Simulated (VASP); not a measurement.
# Sr (P6_3/mmc) in VASP: a series of runs

Sr is run at these levels: r2SCAN; tasks: single point.

Program: VASP 6.6.1. These are calculated values, not measurements. Logs are shortened: lines on timing, memory, paths and dates and some standing lists are left out, and cuts for length are marked.

## 1. The cell of the first run

It takes space group P6_3/mmc (No. 194, hexagonal). The conventional cell has a = 4.268 Å, b = 4.268 Å, c = 7.139 Å, α = 90.00°, β = 90.00°, γ = 120.00°. Sr (site symmetry -6m2) has 12 Sr at 4.27 to 4.34 Å within 5.6 Å.

This isn't the form of Sr at room conditions, which is fcc.

## 2. Single point, r2SCAN

Contents of POSCAR:

```
Sr
1.0
    4.2676153303      0.0000000000      0.0000000000
   -2.1338076652      3.6958632897      0.0000000000
    0.0000000000      0.0000000000      7.1387730302
Sr
2
Direct
    0.3333333333      0.6666666667      0.2500000000
    0.6666666667      0.3333333333      0.7500000000
```

Contents of INCAR.step1:

```
PREC = Accurate ; ENCUT = 520
ISMEAR = 1 ; SIGMA = 0.05
LREAL = False ; LASPH = True
NELM = 80 ; NBANDS = 17
GGA = PE ; ALGO = Normal
EDIFF = 1E-4 ; LWAVE = True
LCHARG = False
```

Contents of INCAR.step2:

```
PREC = Accurate ; ENCUT = 520
EDIFF = 1E-6 ; ISMEAR = 1
SIGMA = 0.05 ; LREAL = False
LASPH = True ; NELM = 80
ALGO = Normal ; ISIF = 2
LWAVE = False ; LCHARG = True
METAGGA = R2SCAN ; LMIXTAU = True
LELF = True ; LVHAR = True
NBANDS = 17 ; ISTART = 1
```

Contents of KPOINTS:

```
Automatic mesh
0
Gamma
  10 10 6
```

Potentials or basis: VASP PAW PBE potentials, release 64 (Sr_sv).

The run is started by

```console
$ cat potpaw_PBE.64/Sr_sv/POTCAR > POTCAR
$ cp INCAR.step1 INCAR
$ mpirun -np 1 vasp_std > vasp.out
$ cp INCAR.step2 INCAR
$ mpirun -np 1 vasp_std > vasp.out
```

OUTCAR:

```text
PREC = Accurate
   ENCUT = 520
   EDIFF = 1E-6
   ISMEAR = 1
   LREAL = False
   LASPH = True
   NELM = 80
   ISIF = 2
   METAGGA = R2SCAN
   ISTART = 1

 ion  position               nearest neighbor table
   1  0.333  0.667  0.250-   2 4.34   2 4.34   2 4.34   2 4.34   2 4.34   2 4.34
   2  0.667  0.333  0.750-   1 4.34   1 4.34   1 4.34   1 4.34   1 4.34   1 4.34

  LATTYP: Found a hexagonal cell.
 ALAT       =     4.2676153303
 C/A-ratio  =     1.6727779984

  Lattice vectors:

 A1 = (   4.2676153303,   0.0000000000,   0.0000000000)
 A2 = (  -2.1338076652,   3.6958632897,   0.0000000000)
 A3 = (   0.0000000000,   0.0000000000,   7.1387730302)

Analysis of symmetry for initial positions (statically):
=====================================================================
 Subroutine PRICEL returns:
 Original cell was already a primitive cell.

 Routine SETGRP: Setting up the symmetry group for a
 hexagonal supercell.

 Subroutine GETGRP returns: Found 24 space group operations
 (whereof 12 operations were pure point group operations)
 out of a pool of 24 trial point group operations.

The static configuration has the point symmetry D_3d.
 The point group associated with its full space group is D_6h.

Analysis of symmetry for dynamics (positions and initial velocities):
=====================================================================
 Subroutine PRICEL returns:
 Original cell was already a primitive cell.

 Routine SETGRP: Setting up the symmetry group for a
 hexagonal supercell.

 Subroutine GETGRP returns: Found 24 space group operations
 (whereof 12 operations were pure point group operations)
 out of a pool of 24 trial point group operations.

The dynamic configuration has the point symmetry D_3d.
 The point group associated with its full space group is D_6h.

 Subroutine INISYM returns: Found 24 space group operations
 (whereof 12 operations are pure point group operations),
 and found     1 'primitive' translations

----------------------------------------------------------------------------------------

                                     Primitive cell

  volume of cell :     112.5965

  direct lattice vectors                    reciprocal lattice vectors
     4.267615330  0.000000000  0.000000000     0.234322900  0.135286389  0.000000000
    -2.133807665  3.695863290  0.000000000     0.000000000  0.270572779  0.000000000
     0.000000000  0.000000000  7.138773030     0.000000000  0.000000000  0.140080094

  length of vectors
     4.267615330  4.267615330  7.138773030     0.270572779  0.270572779  0.140080094

  position of ions in fractional coordinates (direct lattice)
     0.333333333  0.666666667  0.250000000
     0.666666667  0.333333333  0.750000000

  ion indices of the primitive-cell ions
   primitive index   ion index
                 1           1
                 2           2

----------------------------------------------------------------------------------------

 KPOINTS: Automatic mesh

Automatic generation of k-mesh.
 Grid dimensions read from file:
 generate k-points for:   10   10    6

 Generating k-lattice:

  Cartesian coordinates                     Fractional coordinates (reciprocal lattice)
     0.023432290  0.013528639  0.000000000     0.100000000 -0.000000000  0.000000000
     0.000000000  0.027057278  0.000000000     0.000000000  0.100000000  0.000000000
     0.000000000  0.000000000  0.023346682     0.000000000  0.000000000  0.166666667

  Length of vectors
     0.027057278  0.027057278  0.023346682

  Shift w.r.t. Gamma in fractional coordinates (k-lattice)
     0.000000000  0.000000000  0.000000000

 Subroutine IBZKPT returns following result:
 ===========================================

 Found     56 irreducible k-points:

 Following reciprocal coordinates:
            Coordinates               Weight
  0.000000  0.000000  0.000000      1.000000
  0.100000 -0.000000  0.000000      6.000000
  0.200000 -0.000000  0.000000      6.000000
  0.300000 -0.000000  0.000000      6.000000
  0.400000 -0.000000  0.000000      6.000000
  0.500000 -0.000000  0.000000      3.000000
[... 16 lines left out ...]
  0.300000  0.100000  0.166667     24.000000
  0.400000  0.100000  0.166667     24.000000
 [... further k-points ...]
   k-points           NKPTS =     56   k-points in BZ     NKDIM =     56   number of bands    NBANDS=     17
   number of dos      NEDOS =    301   number of ions     NIONS =      2
   total plane-waves  NPLWV =  55296
   dimension x,y,z NGX =    32 NGY =   32 NGZ =   54
   dimension x,y,z NGXF=    64 NGYF=   64 NGZF=  108
   ions per type =               2
   NGX,Y,Z   is equivalent  to a cutoff of  12.47, 12.47, 12.58 a.u.
   NGXF,Y,Z  is equivalent  to a cutoff of  24.93, 24.93, 25.15 a.u.
 SYSTEM =  unknown system
   PREC   = accura    normal or accurate (medium, high low for compatibility)
   ISTART =      1    job   : 0-new  1-cont  2-samecut
   ICHARG =      0    charge: 1-file 2-atom 10-const
   ISPIN  =      1    spin polarized calculation?
   LNONCOLLINEAR =      F non collinear calculations
   LSORBIT =      F    spin-orbit coupling
   LASPH  =      T    aspherical Exc in radial PAW
   ENCUT  =  520.0 eV  38.22 Ry    6.18 a.u.   7.93  7.93 13.27*2*pi/ulx,y,z
   NELM   =     80;   NELMIN=  2; NELMDL=  0     # of ELM steps
   EDIFF  = 0.1E-05   stopping-criterion for ELM
   LREAL  =      F    real-space projection
   EDIFFG = 0.1E-04   stopping-criterion for IOM
   NSW    =      0    number of steps for IOM
   IBRION =     -1    ionic relax: 0-MD 1-quasi-New 2-CG
   NFREE  =      0    steps in history (QN), initial steepest desc. (CG)
   ISIF   =      2    stress and relaxation
   ISYM   =      2    0-nonsym 1-usesym 2-fastsym
   POTIM  = 0.5000    time-step for ionic-motion
   TEBEG  =    0.0;   TEEND  =   0.0 temperature during run
   PSTRESS=    0.0 pullay stress
   NELECT =      20.0000    total number of electrons
   NUPDOWN=      -1.0000    fix difference up-down
   EMIN   =  10.00;   EMAX   =-10.00  energy-range for DOS
   EFERMI =   0.00;   METHOD = LEGACY
   ISMEAR =     1;   SIGMA  =   0.05  broadening in eV -4-tet -1-fermi 0-gaus
   EFERMI_NEDOS =   21; number of points for ismear=-14 and -15
   IALGO  =     38    algorithm
   IMIX   =      4    mixing-type and parameters
     AMIX     =   0.40;   BMIX     =  1.00
     AMIX_MAG =   1.60;   BMIX_MAG =  1.00
  volume/ion in A,a.u.               =      56.30       379.92
  Fermi-wavevector in a.u.,A,eV,Ry     =   0.920259  1.739037 11.522448  0.846876
  Thomas-Fermi vector in A             =   2.045544
   LORBIT       =      0    0 simple, 1 ext, 2 COOP (PROOUT), +10 PAW based schemes
   METAGGA = R2SCAN    functional components
   LHFCALC =     F    Hartree Fock is set to
   AEXX    =    0.0000 exact exchange contribution
   IVDW    =     0    specifies the selected vdW correction
   LEPSILON=     F    determine dielectric tensor
   LRPA    =     F    only Hartree local field effects (RPA)
 non-spin polarized calculation
 Methfessel and Paxton  Order N= 1 SIGMA  =   0.05
  energy-cutoff  :      520.00
  volume of cell :      112.60
 maximum number of plane-waves:      3056
 NGX is ok and might be reduce to    32
   NGX = 15   NGY = 15   NGZ = 27

 number of electron      20.0000000 magnetization

 Free energy of the ion-electron system (eV)
  ---------------------------------------------------
  ext. energy  EPLUGINS =         0.00000000
  ---------------------------------------------------
  free energy    TOTEN  =       -30.19106121 eV

  energy without entropy =      -30.19093615  energy(sigma->0) =      -30.19101952

 E-fermi :   1.5748     XC(G=0):  -7.7201

 val. band max:        1.5713517651   @ k =   0.4000  -0.0000   0.0000
 cond. band min:       1.5859301553   @ k =   0.4000  -0.0000   0.0000
 fundamental gap:      0.0145783902
 Fermi energy:         1.5747696590

 k-point     1 :       0.0000    0.0000    0.0000
  band No.  band energies     occupation
      1     -36.5383      2.00000
      2     -36.5260      2.00000
      3     -17.9692      2.00000
      4     -17.8269      2.00000
      5     -17.8269      2.00000
      6     -17.8047      2.00000
[... 9 lines left out ...]
     16       4.5741      0.00000
     17       5.2091      0.00000

 k-point     2 :       0.1000   -0.0000    0.0000
  band No.  band energies     occupation
      1     -36.5370      2.00000
      2     -36.5253      2.00000
      3     -17.9632      2.00000
      4     -17.8418      2.00000
      5     -17.8314      2.00000
      6     -17.8200      2.00000
[... 9 lines left out ...]
     16       4.7172      0.00000
     17       4.8991      0.00000

 k-point     3 :       0.2000   -0.0000    0.0000
  band No.  band energies     occupation
      1     -36.5338      2.00000
      2     -36.5236      2.00000
      3     -17.9465      2.00000
      4     -17.8810      2.00000
      5     -17.8593      2.00000
      6     -17.8428      2.00000
[... 9 lines left out ...]
     16       4.6990      0.00000
     17       4.7014      0.00000

 k-point     4 :       0.3000   -0.0000    0.0000
  band No.  band energies     occupation
      1     -36.5295      2.00000
      2     -36.5216      2.00000
      3     -17.9296      2.00000
      4     -17.9230      2.00000
      5     -17.9064      2.00000
      6     -17.8565      2.00000
[... 9 lines left out ...]
     16       5.1242      0.00000
     17       5.3325      0.00000

 k-point     5 :       0.4000   -0.0000    0.0000
  band No.  band energies     occupation
      1     -36.5257      2.00000
      2     -36.5203      2.00000
      3     -17.9691      2.00000
      4     -17.9434      2.00000
      5     -17.8990      2.00000
      6     -17.8673      2.00000
[... 9 lines left out ...]
     16       5.6741      0.00000
     17       6.1599      0.00000

 k-point     6 :       0.5000   -0.0000    0.0000
  band No.  band energies     occupation
      1     -36.5241      2.00000
      2     -36.5201      2.00000
      3     -17.9841      2.00000
      4     -17.9574      2.00000
      5     -17.8870      2.00000
      6     -17.8714      2.00000
[... 9 lines left out ...]
     16       6.0667      0.00000
     17       6.8358      0.00000

 k-point     7 :       0.1000    0.1000    0.0000
  band No.  band energies     occupation
      1     -36.5348      2.00000
      2     -36.5241      2.00000
      3     -17.9518      2.00000
      4     -17.8657      2.00000
      5     -17.8534      2.00000
      6     -17.8341      2.00000
[... 9 lines left out ...]
     16       4.6025      0.00000
     17       4.7591      0.00000

 k-point     8 :       0.2000    0.1000    0.0000
  band No.  band energies     occupation
      1     -36.5310      2.00000
      2     -36.5223      2.00000
      3     -17.9316      2.00000
      4     -17.9062      2.00000
      5     -17.8923      2.00000
      6     -17.8511      2.00000
[... 9 lines left out ...]
     16       4.8333      0.00000
     17       5.1170      0.00000
[... 203 lines left out ...]
      1     -36.5253      2.00000
      2     -36.5207      2.00000
      3     -17.9734      2.00000
      4     -17.9496      2.00000
      5     -17.8874      2.00000
      6     -17.8649      2.00000
[... 9 lines left out ...]
     16       5.6325      0.00000
     17       5.9140      0.00000

 k-point    20 :       0.5000   -0.0000    0.1667
  band No.  band energies     occupation
      1     -36.5238      2.00000
      2     -36.5203      2.00000
      3     -17.9875      2.00000
      4     -17.9634      2.00000
      5     -17.8779      2.00000
      6     -17.8689      2.00000
[... 9 lines left out ...]
     16       5.9860      0.00000
     17       6.1836      0.00000

 k-point    21 :       0.1000    0.1000    0.1667
  band No.  band energies     occupation
      1     -36.5341      2.00000
      2     -36.5248      2.00000
      3     -17.9437      2.00000
      4     -17.8624      2.00000
      5     -17.8558      2.00000
      6     -17.8351      2.00000
[... 9 lines left out ...]
     16       4.7266      0.00000
     17       5.0226      0.00000

 k-point    22 :       0.2000    0.1000    0.1667
  band No.  band energies     occupation
      1     -36.5304      2.00000
      2     -36.5228      2.00000
      3     -17.9336      2.00000
      4     -17.8997      2.00000
      5     -17.8910      2.00000
      6     -17.8508      2.00000
[... 9 lines left out ...]
     16       4.8985      0.00000
     17       5.2192      0.00000

 k-point    23 :       0.3000    0.1000    0.1667
  band No.  band energies     occupation
      1     -36.5265      2.00000
      2     -36.5211      2.00000
      3     -17.9549      2.00000
      4     -17.9346      2.00000
      5     -17.8932      2.00000
      6     -17.8664      2.00000
[... 9 lines left out ...]
     16       5.2801      0.00000
     17       5.7914      0.00000

 k-point    24 :       0.4000    0.1000    0.1667
  band No.  band energies     occupation
      1     -36.5238      2.00000
      2     -36.5203      2.00000
      3     -17.9791      2.00000
      4     -17.9560      2.00000
      5     -17.8835      2.00000
      6     -17.8709      2.00000
[... 9 lines left out ...]
     16       5.7347      0.00000
     17       6.0418      0.00000

 [... further k-points ...]
[... 5 lines left out ...]
  --------------------------------------------------------------------------------------
  -------------------------------------------------------------------------------------
  Total        0.1120211      0.1120211      0.1371000     -0.0000000     -0.0000000     -0.0000000
  in kB        1.5939897      1.5939897      1.9508471     -0.0000000     -0.0000000     -0.0000000
  external PRESSURE =       1.7129422 kB  Pullay stress =       0.0000000 kB

 VOLUME and BASIS-vectors are now :
 -----------------------------------------------------------------------------
  energy-cutoff  :      520.00
  volume of cell :      112.60
      direct lattice vectors                 reciprocal lattice vectors
     4.267615330  0.000000000  0.000000000     0.234322900  0.135286389  0.000000000
    -2.133807665  3.695863290  0.000000000     0.000000000  0.270572779  0.000000000
     0.000000000  0.000000000  7.138773030     0.000000000  0.000000000  0.140080094

 POSITION                                       TOTAL-FORCE (eV/Angst)
 -----------------------------------------------------------------------------------
     -0.00000      2.46391      1.78469        -0.000000      0.000000      0.000000
      2.13381      1.23195      5.35408         0.000000     -0.000000      0.000000
 -----------------------------------------------------------------------------------
    total drift:                               -0.000000      0.000000     -0.000000

  FREE ENERGIE OF THE ION-ELECTRON SYSTEM (eV)
  ---------------------------------------------------
  free  energy   TOTEN  =       -30.1910612058 eV

  energy  without entropy=      -30.1909361524  energy(sigma->0) =      -30.19101952
```

Wall time 2.8 min (1 thread of Intel Xeon 6975P-C (Granite Rapids), shared host); peak memory 0.28 GiB.

What came out:

| Property | Result |
| --- | --- |
| Free energy | -30.1911 eV |
| Pressure | 0.2 GPa |
| Band gap on the k mesh | zero (bands 10 and 11 overlap by 0.35 eV) |

Caveat: the PAW data sets were made with another functional, which shifts forces and pressure a little.

## 3. Single point, r2SCAN

This run uses another cell than the first one, of 57.20 Å³/atom.

Contents of POSCAR:

```
Sr
1.0
    4.3118824932      0.0000000000      0.0000000000
   -2.1559412466      3.7341997773      0.0000000000
    0.0000000000      0.0000000000      7.1052994206
Sr
2
Direct
    0.3333333333      0.6666666667      0.2500000000
    0.6666666667      0.3333333333      0.7500000000
```

Contents of INCAR.step1:

```
SYSTEM = Sr
PREC     = Accurate       ! precision mode
ENCUT    = 520            ! plane-wave cutoff, eV
ISMEAR   = -1             ! smearing method
SIGMA    = 0.1            ! smearing width, eV
LREAL    = .False.        ! projectors in reciprocal space
LASPH    = .True.         ! aspherical terms in the spheres
NELM     = 80             ! most SCF steps
NBANDS   = 17             ! bands
GGA      = PE             ! functional
ALGO     = Normal         ! electronic algorithm
EDIFF    = 1E-4           ! SCF threshold, eV
LWAVE    = .True.         ! write WAVECAR
LCHARG   = .False.        ! write CHGCAR
```

Contents of INCAR.step2:

```
SYSTEM = Sr
PREC     = Accurate       ! precision mode
ENCUT    = 520            ! plane-wave cutoff, eV
EDIFF    = 1E-6           ! SCF threshold, eV
ISMEAR   = -1             ! smearing method
SIGMA    = 0.1            ! smearing width, eV
LREAL    = .False.        ! projectors in reciprocal space
LASPH    = .True.         ! aspherical terms in the spheres
NELM     = 80             ! most SCF steps
ALGO     = Normal         ! electronic algorithm
ISIF     = 2              ! what is computed and relaxed
LWAVE    = .False.        ! write WAVECAR
LCHARG   = .True.         ! write CHGCAR
METAGGA  = R2SCAN         ! meta-GGA
LMIXTAU  = .True.       
LELF     = .True.         ! ELF
LVHAR    = .True.       
NBANDS   = 17             ! bands
ISTART   = 1
```

Contents of KPOINTS:

```
Automatic mesh
0
Gamma
  10 10 6
  0 0 0
```

Potentials or basis: VASP PAW PBE potentials, release 64 (Sr_sv).

The run is started by

```console
$ cat potpaw_PBE.64/Sr_sv/POTCAR > POTCAR
$ cp INCAR.step1 INCAR
$ mpirun -np 1 vasp_std > vasp.out
$ cp INCAR.step2 INCAR
$ mpirun -np 1 vasp_std > vasp.out
```

Run time: 2.3 min. Hardware: 1 thread of Intel Xeon 6975P-C (Granite Rapids), shared host; peak memory 0.29 GiB.

Results (log left out):

```
Free energy            : -30.2333 eV
Pressure               : 0.0 GPa
Band gap on the k mesh : zero (bands 10 and 11 overlap by 0.29 eV)
```

Levels at points of the mesh, in eV from the Fermi level:
| k point | band 7 | band 8 | band 9 | band 10 | band 11 | band 12 | band 13 | band 14 |
| --- | --- | --- | --- | --- | --- | --- | --- | --- |
| (0.00, 0.00, 0.00) | -19.36 | -19.36 | -3.79 | -1.08 | -0.13 | 2.57 | 2.60 | 2.60 |
| (0.50, 0.00, 0.00) | -19.40 | -19.39 | -1.08 | -0.61 | 0.15 | 0.35 | 1.39 | 2.00 |
| (0.00, 0.00, 0.50) | -19.38 | -19.38 | -2.84 | -2.84 | 1.42 | 1.42 | 2.61 | 2.61 |
| (0.50, 0.00, 0.50) | -19.40 | -19.40 | -0.73 | -0.73 | 0.17 | 0.17 | 1.51 | 1.51 |

Caveat: the PAW data sets were made with another functional, which shifts forces and pressure a little.
